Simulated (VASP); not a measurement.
The system is Co.

```
CELL_PARAMETERS angstrom
2.50710 0.00000 0.00000
-1.25355 2.17121 0.00000
0.00000 0.00000 4.06860
ATOMIC_POSITIONS crystal
Co 0.33333 0.66667 0.25000
Co 0.66667 0.33333 0.75000
```

```yaml
Program: VASP 6.6.1
Task: relaxation of cell and atoms
Functional: r2SCAN
Potentials_or_basis: VASP PAW PBE potentials, release 64 (Co)
Cutoff: 600 eV
k_mesh: 14 × 14 × 8
Occupations: fermi-dirac, width 0.1 eV
Spin: no spin polarisation
```

At the start: pressure -22.5 GPa; volume 11.07 Å³/atom.

Task: Where does the relaxation end?

Result: Over 8 steps the energy falls by 84.8 meV/atom and the volume is 9.98 Å³/atom (-9.9 %); space group P6_3/mmc (No. 194, to 0.05 Å).

The path:
| step | energy change (eV) | largest force (eV/Å) | pressure (GPa) | volume (Å³) |
| --- | --- | --- | --- | --- |
| 1 | 0.0000 | 0.0000 | -22.47 | 22.15 |
| 2 | 0.1628 | 0.0000 | 49.59 | 17.53 |
| 3 | -0.1692 | 0.0000 | -0.85 | 20.03 |
| 4 | -0.1694 | 0.0000 | -0.14 | 19.98 |
| 5 | -0.1694 | 0.0000 | 0.45 | 19.94 |
| 6 | -0.1695 | 0.0000 | -0.54 | 20.01 |
| 7 | -0.1695 | 0.0000 | -0.25 | 19.99 |
| 8 | -0.1696 | 0.0000 | 0.07 | 19.96 |

Final structure:
```
Co
1.0
     2.42763    0.00000    0.00000
    -1.21381    2.10239    0.00000
     0.00000    0.00000    3.91173
Co
2
Direct
  0.33333 0.66667 0.25000
  0.66667 0.33333 0.75000
```

Caveat: the PAW data sets were made with another functional, which shifts forces and pressure a little; the run has no spin polarisation, though such a crystal can be magnetic.
